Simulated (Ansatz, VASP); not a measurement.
# MnO2 in VASP and in Ansatz

INCAR

```
PREC = Accurate
ENCUT = 520
EDIFF = 1E-6
ISMEAR = 0
SIGMA = 0.05
LREAL = F
LASPH = T
NELM = 150
ALGO = Normal
ISIF = 2
LWAVE = F
LCHARG = F
ISPIN = 2
MAGMOM = 2.49 0.05 0.05
LORBIT = 11
LMAXMIX = 4
LDAU = T
LDAUTYPE = 2
LDAUL = 2 -1
LDAUU = 3.9 0
LDAUJ = 0 0
LDAUPRINT = 1
GGA = PE
NBANDS = 24
```

KPOINTS

```
Automatic mesh
0
Gamma
  12 12 12
```

File POSCAR:

```
MnO2
1.0
   -1.4284348394      2.4741217171      0.0000000000
   -2.8568696788      0.0000000000      0.0000000000
   -1.4284348394      0.8247072390      4.5839315268
Mn O
1 2
Direct
    0.0000000000      0.0000000000      0.0000000000
    0.7356355100      0.7356355100      0.7930934700
    0.2643644900      0.2643644900      0.2069065300
```

Input for Ansatz:

```yaml
crystal:
  lattice:
    - [-1.4284348394, 2.4741217171, 0.0]
    - [-2.8568696788, 0.0, 0.0]
    - [-1.4284348394, 0.824707239, 4.5839315268]
  atoms:
    - { symbol: Mn, position: [0.0, 0.0, 0.0], spin: 2.49 }
    - { symbol: O, position: [0.73563551, 0.73563551, 0.79309347], spin: 0.05 }
    - { symbol: O, position: [0.26436449, 0.26436449, 0.20690653], spin: 0.05 }
magnetization:
  spin_polarized: true
basis:
  ecutwfc: 420
  fft_grid_basis: typed
kpoints:
  mp_grid: { grid: [12, 12, 12] }
hamiltonian:
  xc: pbe
  hubbard: { sites: [{ species: Mn, l: d, u_eff: 3.9 }] }
scf:
  occupations: { method: gaussian, width: 0.05 }
output:
  forces: true
  stress: true
  eigenvalues: true
  bader: true
  write_density: true
  volumetric_format: npy
  populations: true
```

Alike in both runs: task single point; functional PBE; k mesh 12 × 12 × 12; occupations gaussian, width 0.05 eV; collinear spin; Hubbard terms Mn d U = 3.9 eV.

|  | VASP | Ansatz |
| --- | --- | --- |
| version | VASP 6.6.1 | Ansatz 0.2.0 |
| potentials or method | VASP PAW PBE potentials, release 64 (Mn_pv, O), cutoff 520 eV | scalar-relativistic, plane waves, PAW |
| valence electrons in the cell | 25 | 27 |

|  | VASP | Ansatz | Ansatz less VASP |
| --- | --- | --- | --- |
| gap on the k mesh at the Fermi level (eV) | 1.98 | 1.97 | -0.017 |
| pressure (GPa) | 11.0 | 10.2 | -0.81 |
| traceless stress, the component that is largest in VASP (GPa) | -3.50 | -3.58 | -0.082 |
| rms of the force components (eV/Å) | 0.267 | 0.216 | -0.0510 |
| net moment per atom (μB) | 1.00 | 1.00 | 0.000 |
| size of the moment on the site where the two differ most (μB) | 3.14 | 2.75 | -0.391 |

Site moments also hang on the region over which each program counts them. The programs project onto different local orbitals, so the same U acts differently, and such runs can settle in different states. Atom by atom the forces differ by 0.051 eV/Å (rms over components). VASP's potentials hold 25 valence electrons a cell and Ansatz's 27, so a difference there can come from the potentials and not from the codes.
